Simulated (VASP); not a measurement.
Here is a VASP 6.6.1 calculation.

File POSCAR:

```
KCl
1.0
    0.0000000000      3.5072828324      3.5072828324
    3.5072828324      0.0000000000      3.5072828324
    3.5072828324      3.5072828324      0.0000000000
K Cl
1 1
Direct
    0.0000000000      0.0000000000      0.0000000000
    0.2500000000      0.2500000000      0.2500000000
```

The input INCAR.step1:

```
PREC = Accurate
ENCUT = 520
ISMEAR = 0
SIGMA = 0.01
LREAL = F
LASPH = T
NELM = 100
NBANDS = 15
GGA = PE
ALGO = Normal
EDIFF = 1E-4
LWAVE = T
LCHARG = F
```

The input INCAR.step2:

```
PREC = Accurate
ENCUT = 520
EDIFF = 1E-6
ISMEAR = 0
SIGMA = 0.01
LREAL = F
LASPH = T
NELM = 100
ALGO = Normal
ISIF = 2
LWAVE = F
LCHARG = F
METAGGA = R2SCAN
LMIXTAU = T
NBANDS = 15
ISTART = 1
```

File KPOINTS:

```
regular mesh
0
Gamma
  6 6 6
```

Potentials or basis: VASP PAW PBE potentials, release 64 (K_sv, Cl).

Launch:

```sh
$ cat potpaw_PBE.64/K_sv/POTCAR potpaw_PBE.64/Cl/POTCAR > POTCAR
$ cp INCAR.step1 INCAR
$ mpirun -np 1 vasp_std > vasp.out
$ cp INCAR.step2 INCAR
$ mpirun -np 1 vasp_std > vasp.out
```

Problem. Predict the pressure.

Solution. 0.0 GPa.

Problem. Predict the band gap on the k mesh.

Solution. 5.35 eV (least direct gap 5.39 eV).

Caveat: the PAW data sets were made with another functional, which shifts forces and pressure a little. A k mesh can miss the band edges.
